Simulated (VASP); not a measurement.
Here is a VASP 6.6.1 calculation.

Contents of INCAR:

```
PREC = Accurate
ENCUT = 520
EDIFF = 1E-8
ISMEAR = 0
SIGMA = 0.01
LREAL = False
LASPH = True
NELM = 80
ALGO = Normal
ISIF = 2
LWAVE = False
LCHARG = False
GGA = PS
NBANDS = 12
IBRION = 8
NSW = 1
```

The input KPOINTS:

```
Automatic mesh
0
Gamma
  8 8 8
```

The input POSCAR:

```
LiCl
1.0
    2.4547867640      2.4547867640      0.0000000000
   -2.4547867640      2.4547867640      0.0000000000
    0.0000000000      2.4547867640      2.4547867640
Li Cl
1 1
Direct
    0.0000000000      0.0000000000      0.0000000000
    0.5000000000      0.5000000000      0.0000000000
```

Potentials or basis: VASP PAW PBE potentials, release 64 (Li_sv, Cl).

The run is started by

```sh
$ cat potpaw_PBE.64/Li_sv/POTCAR potpaw_PBE.64/Cl/POTCAR > POTCAR
$ mpirun -np 1 vasp_std > vasp.out
```

Problem. Estimate the highest phonon frequency at Γ, LO-TO splitting left out.

Solution. 268 cm⁻¹.

Phonon frequencies in cm⁻¹ (negative: imaginary):
```
              q point        frequencies
(0.000, 0.000, 0.000)  0 0 0 268 268 268
```

Caveat: the cell wasn't relaxed at this level first, which shifts response properties.
